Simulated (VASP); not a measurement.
# ZnO (P6_3/mmc) in VASP: notebook, part 2 of 2

VASP 6.6.1.

### Step 4. Single point, LDA (strain -0.030 along x and y, +0.015 along z)

File INCAR:

```
SYSTEM = ZnO
PREC = Accurate ; ENCUT = 520
EDIFF = 1E-6 ; ISMEAR = 0
SIGMA = 0.05 ; LREAL = .False.
LASPH = .True. ; NELM = 100
ALGO = Normal ; ISIF = 2
LWAVE = .False. ; LCHARG = .True.
LELF = .True. ; LVHAR = .True.
NBANDS = 26
```

File KPOINTS:

```
Automatic mesh
0
Gamma
  9 9 4
  0 0 0
```

File POSCAR:

```
ZnO
1.0
    3.1893281439      0.0000000000      0.0000000000
   -1.5946640719      2.7620391936      0.0000000000
    0.0000000000      0.0000000000      7.2373979702
Zn O
2 2
Direct
    0.0000000000      0.0000000000      0.7500000000
    0.0000000000      0.0000000000      0.2500000000
    0.3333333333      0.6666666667      0.2500000000
    0.6666666667      0.3333333333      0.7500000000
```

Potentials or basis: VASP PAW LDA potentials, release 64 (Zn, O).

On the command line:

```
$ cat potpaw_LDA.64/Zn/POTCAR potpaw_LDA.64/O/POTCAR > POTCAR
$ mpirun -np 1 vasp_std > vasp.out
```

OUTCAR:

```text
SYSTEM = ZnO
   PREC = Accurate
   ENCUT = 520
   EDIFF = 1E-6
   ISMEAR = 0
   LREAL = .False.
   LASPH = .True.
   NELM = 100
   ISIF = 2

 ion  position               nearest neighbor table
   1  0.000  0.000  0.750-   4 1.84   4 1.84   4 1.84
   2  0.000  0.000  0.250-   3 1.84   3 1.84   3 1.84
   3  0.333  0.667  0.250-   2 1.84   2 1.84   2 1.84
   4  0.667  0.333  0.750-   1 1.84   1 1.84   1 1.84

  LATTYP: Found a hexagonal cell.
 ALAT       =     3.1893281439
 C/A-ratio  =     2.2692547282

  Lattice vectors:

 A1 = (   3.1893281439,   0.0000000000,   0.0000000000)
 A2 = (  -1.5946640719,   2.7620391936,   0.0000000000)
 A3 = (   0.0000000000,   0.0000000000,   7.2373979702)

Analysis of symmetry for initial positions (statically):
=====================================================================
 Subroutine PRICEL returns:
 Original cell was already a primitive cell.

 Routine SETGRP: Setting up the symmetry group for a
 hexagonal supercell.

 Subroutine GETGRP returns: Found 24 space group operations
 (whereof 12 operations were pure point group operations)
 out of a pool of 24 trial point group operations.

The static configuration has the point symmetry D_3d.
 The point group associated with its full space group is D_6h.

Analysis of symmetry for dynamics (positions and initial velocities):
=====================================================================
 Subroutine PRICEL returns:
 Original cell was already a primitive cell.

 Routine SETGRP: Setting up the symmetry group for a
 hexagonal supercell.

 Subroutine GETGRP returns: Found 24 space group operations
 (whereof 12 operations were pure point group operations)
 out of a pool of 24 trial point group operations.

The dynamic configuration has the point symmetry D_3d.
 The point group associated with its full space group is D_6h.

 Subroutine INISYM returns: Found 24 space group operations
 (whereof 12 operations are pure point group operations),
 and found     1 'primitive' translations

----------------------------------------------------------------------------------------

                                     Primitive cell

  volume of cell :      63.7546

  direct lattice vectors                    reciprocal lattice vectors
     3.189328144  0.000000000  0.000000000     0.313545661  0.181025672  0.000000000
    -1.594664072  2.762039194  0.000000000     0.000000000  0.362051343  0.000000000
     0.000000000  0.000000000  7.237397970     0.000000000  0.000000000  0.138171205

  length of vectors
     3.189328144  3.189328144  7.237397970     0.362051343  0.362051343  0.138171205

  position of ions in fractional coordinates (direct lattice)
     0.000000000  0.000000000  0.750000000
     0.000000000  0.000000000  0.250000000
     0.333333333  0.666666667  0.250000000
     0.666666667  0.333333333  0.750000000

  ion indices of the primitive-cell ions
   primitive index   ion index
                 1           1
                 2           2
                 3           3
                 4           4

----------------------------------------------------------------------------------------

 KPOINTS: Automatic mesh

Automatic generation of k-mesh.
 Grid dimensions read from file:
 generate k-points for:    9    9    4

 Generating k-lattice:

  Cartesian coordinates                     Fractional coordinates (reciprocal lattice)
     0.034838407  0.020113964  0.000000000     0.111111111  0.000000000  0.000000000
     0.000000000  0.040227927  0.000000000     0.000000000  0.111111111  0.000000000
     0.000000000  0.000000000  0.034542801     0.000000000  0.000000000  0.250000000

  Length of vectors
     0.040227927  0.040227927  0.034542801

  Shift w.r.t. Gamma in fractional coordinates (k-lattice)
     0.000000000  0.000000000  0.000000000

 Subroutine IBZKPT returns following result:
 ===========================================

 Found     36 irreducible k-points:

 Following reciprocal coordinates:
            Coordinates               Weight
  0.000000  0.000000  0.000000      1.000000
  0.111111  0.000000  0.000000      6.000000
  0.222222  0.000000  0.000000      6.000000
  0.333333  0.000000  0.000000      6.000000
  0.444444  0.000000  0.000000      6.000000
  0.111111  0.111111  0.000000      6.000000
[... 16 lines left out ...]
  0.333333  0.222222  0.250000     24.000000
  0.333333  0.333333  0.250000      4.000000
 [... further k-points ...]
   k-points           NKPTS =     36   k-points in BZ     NKDIM =     36   number of bands    NBANDS=     26
   number of dos      NEDOS =    301   number of ions     NIONS =      4
   total plane-waves  NPLWV =  31104
   dimension x,y,z NGX =    24 NGY =   24 NGZ =   54
   dimension x,y,z NGXF=    48 NGYF=   48 NGZF=  108
   ions per type =               2   2
   NGX,Y,Z   is equivalent  to a cutoff of  12.51, 12.51, 12.40 a.u.
   NGXF,Y,Z  is equivalent  to a cutoff of  25.02, 25.02, 24.81 a.u.
 SYSTEM =  ZnO
   PREC   = accura    normal or accurate (medium, high low for compatibility)
   ISTART =      0    job   : 0-new  1-cont  2-samecut
   ICHARG =      2    charge: 1-file 2-atom 10-const
   ISPIN  =      1    spin polarized calculation?
   LNONCOLLINEAR =      F non collinear calculations
   LSORBIT =      F    spin-orbit coupling
   LASPH  =      T    aspherical Exc in radial PAW
   ENCUT  =  520.0 eV  38.22 Ry    6.18 a.u.   5.93  5.93 13.46*2*pi/ulx,y,z
   NELM   =    100;   NELMIN=  2; NELMDL= -5     # of ELM steps
   EDIFF  = 0.1E-05   stopping-criterion for ELM
   LREAL  =      F    real-space projection
   EDIFFG = 0.1E-04   stopping-criterion for IOM
   NSW    =      0    number of steps for IOM
   IBRION =     -1    ionic relax: 0-MD 1-quasi-New 2-CG
   NFREE  =      0    steps in history (QN), initial steepest desc. (CG)
   ISIF   =      2    stress and relaxation
   ISYM   =      2    0-nonsym 1-usesym 2-fastsym
   POTIM  = 0.5000    time-step for ionic-motion
   TEBEG  =    0.0;   TEEND  =   0.0 temperature during run
   PSTRESS=    0.0 pullay stress
   NELECT =      36.0000    total number of electrons
   NUPDOWN=      -1.0000    fix difference up-down
   EMIN   =  10.00;   EMAX   =-10.00  energy-range for DOS
   EFERMI =   0.00;   METHOD = LEGACY
   ISMEAR =     0;   SIGMA  =   0.05  broadening in eV -4-tet -1-fermi 0-gaus
   EFERMI_NEDOS =   21; number of points for ismear=-14 and -15
   IALGO  =     38    algorithm
   IMIX   =      4    mixing-type and parameters
     AMIX     =   0.40;   BMIX     =  1.00
     AMIX_MAG =   1.60;   BMIX_MAG =  1.00
  volume/ion in A,a.u.               =      15.94       107.56
  Fermi-wavevector in a.u.,A,eV,Ry     =   1.353127  2.557039 24.911617  1.830952
  Thomas-Fermi vector in A             =   2.480408
   LORBIT       =      0    0 simple, 1 ext, 2 COOP (PROOUT), +10 PAW based schemes
   GGA     = CA    functional components
   LHFCALC =     F    Hartree Fock is set to
   AEXX    =    0.0000 exact exchange contribution
   IVDW    =     0    specifies the selected vdW correction
   LEPSILON=     F    determine dielectric tensor
   LRPA    =     F    only Hartree local field effects (RPA)
 non-spin polarized calculation
 Gauss-broadening in eV      SIGMA  =   0.05
  energy-cutoff  :      520.00
  volume of cell :       63.75
 maximum number of plane-waves:      1734
 NGX is ok and might be reduce to    24
   NGX = 11   NGY = 11   NGZ = 27

 number of electron      35.9999986 magnetization

 Free energy of the ion-electron system (eV)
  ---------------------------------------------------
  ext. energy  EPLUGINS =         0.00000000
  ---------------------------------------------------
  free energy    TOTEN  =       -19.84865893 eV

  energy without entropy =      -19.84865893  energy(sigma->0) =      -19.84865893

 E-fermi :  -0.3859     XC(G=0):  -9.6661

 val. band max:       -0.6149786396   @ k =   0.0000   0.0000   0.0000
 cond. band min:       0.1767513000   @ k =   0.0000   0.0000   0.0000
 fundamental gap:      0.7917299397
 Fermi energy:        -0.3859349845

 k-point     1 :       0.0000    0.0000    0.0000
  band No.  band energies     occupation
      1     -18.4780      2.00000
      2     -18.3988      2.00000
      3      -7.3483      2.00000
      4      -7.3483      2.00000
      5      -7.3365      2.00000
      6      -7.3365      2.00000
[... 18 lines left out ...]
     25      12.5895      0.00000
     26      13.2857      0.00000
[... 644 lines left out ...]
      4      -6.8323      2.00000
      5      -6.2656      2.00000
      6      -6.2656      2.00000
[... 18 lines left out ...]
     25       8.9213      0.00000
     26       9.4216      0.00000

 [... further k-points ...]
[... 5 lines left out ...]
  --------------------------------------------------------------------------------------
  -------------------------------------------------------------------------------------
  Total        1.1570064      1.1570064     -0.7117025      0.0000000      0.0000000      0.0000000
  in kB       29.0760135     29.0760135    -17.8853553      0.0000000      0.0000000      0.0000000
  external PRESSURE =      13.4222239 kB  Pullay stress =       0.0000000 kB

 VOLUME and BASIS-vectors are now :
 -----------------------------------------------------------------------------
  energy-cutoff  :      520.00
  volume of cell :       63.75
      direct lattice vectors                 reciprocal lattice vectors
     3.189328144  0.000000000  0.000000000     0.313545661  0.181025672  0.000000000
    -1.594664072  2.762039194  0.000000000     0.000000000  0.362051343  0.000000000
     0.000000000  0.000000000  7.237397970     0.000000000  0.000000000  0.138171205

 POSITION                                       TOTAL-FORCE (eV/Angst)
 -----------------------------------------------------------------------------------
      0.00000      0.00000      5.42805         0.000000     -0.000000     -0.000000
      0.00000      0.00000      1.80935         0.000000      0.000000      0.000000
     -0.00000      1.84136      1.80935        -0.000000      0.000000      0.000000
      1.59466      0.92068      5.42805         0.000000      0.000000     -0.000000
 -----------------------------------------------------------------------------------
    total drift:                               -0.000000      0.000000      0.000000

  FREE ENERGIE OF THE ION-ELECTRON SYSTEM (eV)
  ---------------------------------------------------
  free  energy   TOTEN  =       -19.8486589284 eV

  energy  without entropy=      -19.8486589284  energy(sigma->0) =      -19.84865893
```

OSZICAR:

```text
N       E                     dE             d eps       ncg     rms          rms(c)
DAV:   1     0.295172532444E+03    0.29517E+03   -0.18035E+04  1872   0.182E+03
DAV:   2     0.122148492768E+02   -0.28296E+03   -0.26320E+03  2010   0.389E+02
DAV:   3    -0.230031106516E+02   -0.35218E+02   -0.34837E+02  2090   0.142E+02
DAV:   4    -0.237738680413E+02   -0.77076E+00   -0.76946E+00  2090   0.221E+01
DAV:   5    -0.237785285456E+02   -0.46605E-02   -0.46602E-02  2090   0.172E+00    0.180E+01
DAV:   6    -0.197869452961E+02    0.39916E+01   -0.10038E+01  3210   0.704E+01    0.108E+01
DAV:   7    -0.199290765398E+02   -0.14213E+00   -0.30539E+00  1984   0.175E+01    0.628E+00
DAV:   8    -0.199147401274E+02    0.14336E-01   -0.87813E-01  2216   0.711E+00    0.192E+00
DAV:   9    -0.198458808526E+02    0.68859E-01   -0.17306E-01  2734   0.610E+00    0.385E-01
DAV:  10    -0.198486465110E+02   -0.27657E-02   -0.43625E-02  1914   0.145E+00    0.121E-01
DAV:  11    -0.198486641391E+02   -0.17628E-04   -0.45131E-04  2092   0.319E-01    0.375E-02
DAV:  12    -0.198486584641E+02    0.56750E-05   -0.11183E-04  2794   0.271E-01    0.112E-02
DAV:  13    -0.198486642467E+02   -0.57826E-05   -0.22782E-05  2746   0.837E-02    0.187E-02
DAV:  14    -0.198486587504E+02    0.54962E-05   -0.15851E-05  2558   0.391E-02    0.222E-03
DAV:  15    -0.198486589284E+02   -0.17794E-06   -0.27616E-06  1776   0.144E-02
   1 F= -.19848659E+02 E0= -.19848659E+02  d E =-.589375E-12
```

stdout:

```text
POSCAR found type information on POSCAR ZnO
 POSCAR found :  2 types and       4 ions
 scaLAPACK will be used
 LDA part: xc-table for (Slater(with rela. corr.)+CA(PZ))
 , standard interpolation
 POSCAR, INCAR and KPOINTS ok, starting setup
 FFT: planning ... GRIDC
 FFT: planning ... GRID_SOFT
 FFT: planning ... GRID
 WAVECAR not read
 entering main loop
```

Wall time 50 s (1 thread of Intel Xeon 8259CL, shared host); peak memory 0.18 GiB.

Results:

```yaml
Free_energy: -19.8487 eV
Pressure: 1.3 GPa
Band_gap_on_the_k_mesh: 0.79 eV
```

Stress tensor (GPa, compression positive):
```
 2.91  0.00  0.00
 0.00  2.91  0.00
 0.00  0.00 -1.79
```

Caveat: the cell differs from its parent crystal (strain -0.030 along x and y, +0.015 along z); an odd mesh through Γ misses points on the zone boundary, where band edges can lie.

### Step 5. Single point, LDA (strain -0.015 along x and y, -0.015 along z)

File INCAR:

```
PREC = Accurate
ENCUT = 520
EDIFF = 1E-6
ISMEAR = 0
SIGMA = 0.05
LREAL = False
LASPH = True
NELM = 80
ALGO = Normal
ISIF = 2
LWAVE = False
LCHARG = False
NBANDS = 26
```

File KPOINTS:

```
Automatic mesh
0
Gamma
  9 9 4
```

File POSCAR:

```
ZnO
1.0
    3.2386476513      0.0000000000      0.0000000000
   -1.6193238256      2.8047511399      0.0000000000
    0.0000000000      0.0000000000      7.0234847298
Zn O
2 2
Direct
    0.0000000000      0.0000000000      0.7500000000
    0.0000000000      0.0000000000      0.2500000000
    0.3333333333      0.6666666667      0.2500000000
    0.6666666667      0.3333333333      0.7500000000
```

Potentials or basis: VASP PAW LDA potentials, release 64 (Zn, O).

On the command line:

```
$ cat potpaw_LDA.64/Zn/POTCAR potpaw_LDA.64/O/POTCAR > POTCAR
$ mpirun -np 1 vasp_std > vasp.out
```

OUTCAR:

```text
PREC = Accurate
   ENCUT = 520
   EDIFF = 1E-6
   ISMEAR = 0
   LREAL = False
   LASPH = True
   NELM = 80
   ISIF = 2

 ion  position               nearest neighbor table
   1  0.000  0.000  0.750-   4 1.87   4 1.87   4 1.87
   2  0.000  0.000  0.250-   3 1.87   3 1.87   3 1.87
   3  0.333  0.667  0.250-   2 1.87   2 1.87   2 1.87
   4  0.667  0.333  0.750-   1 1.87   1 1.87   1 1.87

  LATTYP: Found a hexagonal cell.
 ALAT       =     3.2386476513
 C/A-ratio  =     2.1686473757

  Lattice vectors:

 A1 = (   3.2386476513,   0.0000000000,   0.0000000000)
 A2 = (  -1.6193238256,   2.8047511399,   0.0000000000)
 A3 = (   0.0000000000,   0.0000000000,   7.0234847298)

Analysis of symmetry for initial positions (statically):
=====================================================================
 Subroutine PRICEL returns:
 Original cell was already a primitive cell.

 Routine SETGRP: Setting up the symmetry group for a
 hexagonal supercell.

 Subroutine GETGRP returns: Found 24 space group operations
[... 165 lines left out ...]
  ext. energy  EPLUGINS =         0.00000000
  ---------------------------------------------------
  free energy    TOTEN  =       -19.86138111 eV

  energy without entropy =      -19.86138111  energy(sigma->0) =      -19.86138111

 E-fermi :  -0.5014     XC(G=0):  -9.7264

 val. band max:       -0.7925371977   @ k =   0.0000   0.0000   0.0000
 cond. band min:      -0.0325918955   @ k =   0.0000   0.0000   0.0000
 fundamental gap:      0.7599453022
 Fermi energy:        -0.5014369353

 k-point     1 :       0.0000    0.0000    0.0000
  band No.  band energies     occupation
      1     -18.2862      2.00000
      2     -18.1870      2.00000
      3      -7.2312      2.00000
      4      -7.2312      2.00000
      5      -7.2148      2.00000
      6      -7.2148      2.00000
[... 685 lines left out ...]
     25       8.8706      0.00000
     26       9.6108      0.00000

 [... further k-points ...]
[... 5 lines left out ...]
  --------------------------------------------------------------------------------------
  -------------------------------------------------------------------------------------
  Total       -1.7101433     -1.7101433     -0.7503510     -0.0000000     -0.0000000      0.0000000
  in kB      -42.9469576    -42.9469576    -18.8436206     -0.0000000     -0.0000000      0.0000000
  external PRESSURE =     -34.9125119 kB  Pullay stress =       0.0000000 kB

 VOLUME and BASIS-vectors are now :
 -----------------------------------------------------------------------------
  energy-cutoff  :      520.00
  volume of cell :       63.80
      direct lattice vectors                 reciprocal lattice vectors
     3.238647651  0.000000000  0.000000000     0.308770854  0.178268935  0.000000000
    -1.619323826  2.804751140  0.000000000     0.000000000  0.356537871  0.000000000
     0.000000000  0.000000000  7.023484730     0.000000000  0.000000000  0.142379465

 POSITION                                       TOTAL-FORCE (eV/Angst)
 -----------------------------------------------------------------------------------
      0.00000      0.00000      5.26761        -0.000000      0.000000      0.000000
      0.00000      0.00000      1.75587        -0.000000     -0.000000      0.000000
     -0.00000      1.86983      1.75587         0.000000      0.000000      0.000000
      1.61932      0.93492      5.26761        -0.000000     -0.000000     -0.000000
 -----------------------------------------------------------------------------------
    total drift:                               -0.000000      0.000000      0.000000

  FREE ENERGIE OF THE ION-ELECTRON SYSTEM (eV)
  ---------------------------------------------------
  free  energy   TOTEN  =       -19.8613811091 eV

  energy  without entropy=      -19.8613811091  energy(sigma->0) =      -19.86138111
```

OSZICAR:

```text
N       E                     dE             d eps       ncg     rms          rms(c)
DAV:   1     0.298391395579E+03    0.29839E+03   -0.18003E+04  1872   0.183E+03
DAV:   2     0.117898749425E+02   -0.28660E+03   -0.26729E+03  2002   0.391E+02
DAV:   3    -0.230024513024E+02   -0.34792E+02   -0.34413E+02  2168   0.142E+02
DAV:   4    -0.237253540149E+02   -0.72290E+00   -0.72166E+00  2084   0.217E+01
DAV:   5    -0.237297840314E+02   -0.44300E-02   -0.44297E-02  2138   0.167E+00    0.166E+01
DAV:   6    -0.198089046694E+02    0.39209E+01   -0.98809E+00  3236   0.719E+01    0.995E+00
DAV:   7    -0.199476436276E+02   -0.13874E+00   -0.31047E+00  1992   0.176E+01    0.591E+00
DAV:   8    -0.199317654677E+02    0.15878E-01   -0.93548E-01  2232   0.721E+00    0.198E+00
DAV:   9    -0.198588139855E+02    0.72951E-01   -0.17732E-01  2688   0.610E+00    0.418E-01
DAV:  10    -0.198613328418E+02   -0.25189E-02   -0.45657E-02  1930   0.147E+00    0.107E-01
DAV:  11    -0.198613824025E+02   -0.49561E-04   -0.41295E-04  2116   0.330E-01    0.337E-02
DAV:  12    -0.198613807768E+02    0.16257E-05   -0.10405E-04  2564   0.264E-01    0.941E-03
DAV:  13    -0.198613851383E+02   -0.43614E-05   -0.19658E-05  2784   0.743E-02    0.166E-02
DAV:  14    -0.198613810050E+02    0.41332E-05   -0.11428E-05  2460   0.322E-02    0.257E-03
DAV:  15    -0.198613811091E+02   -0.10413E-06   -0.17963E-06  1370   0.127E-02
   1 F= -.19861381E+02 E0= -.19861381E+02  d E =-.114598E-17
```

stdout:

```text
POSCAR found type information on POSCAR ZnO
 POSCAR found :  2 types and       4 ions
 scaLAPACK will be used
 LDA part: xc-table for (Slater(with rela. corr.)+CA(PZ))
 , standard interpolation
 POSCAR, INCAR and KPOINTS ok, starting setup
 FFT: planning ... GRIDC
 FFT: planning ... GRID_SOFT
 FFT: planning ... GRID
 WAVECAR not read
 entering main loop
```

It took 55 s on 1 thread of Intel Xeon 8259CL, shared host; peak memory 0.18 GiB.

Results:

* Free energy: -19.8614 eV
* Pressure: -3.5 GPa
* Band gap on the k mesh: 0.76 eV

Stress tensor (GPa, compression positive):
```
-4.29  0.00  0.00
 0.00 -4.29  0.00
 0.00  0.00 -1.88
```

Caveat: the cell differs from its parent crystal (strain -0.015 along x and y, -0.015 along z); the cell stands under tension; an odd mesh through Γ misses points on the zone boundary, where band edges can lie.

### Step 6. Summary

```csv
cell,gap on the mesh (eV),pressure (GPa)
"a = 3.189, b = 3.189, c = 7.130 Å, angles 90.0, 90.0, 120.0°, 4 atoms",0.78,1.4
"a = 3.239, b = 3.239, c = 6.917 Å, angles 90.0, 90.0, 120.0°, 4 atoms",0.75,-3.5
"a = 3.189, b = 3.189, c = 7.237 Å, angles 90.0, 90.0, 120.0°, 4 atoms",0.79,1.3
"a = 3.239, b = 3.239, c = 7.023 Å, angles 90.0, 90.0, 120.0°, 4 atoms",0.76,-3.5
```

Alike in all rows: task single point; level LDA; potentials or basis VASP PAW LDA potentials, release 64 (Zn, O); no spin polarisation; k mesh 9 × 9 × 4; cutoff (eV) 520; smearing gaussian 0.05 eV.

Caveats: an odd mesh through Γ misses points on the zone boundary, where band edges can lie; the cell stands under tension (at least some runs).

Total energies depend on the potentials used, so only differences within one code and one set of settings carry meaning.
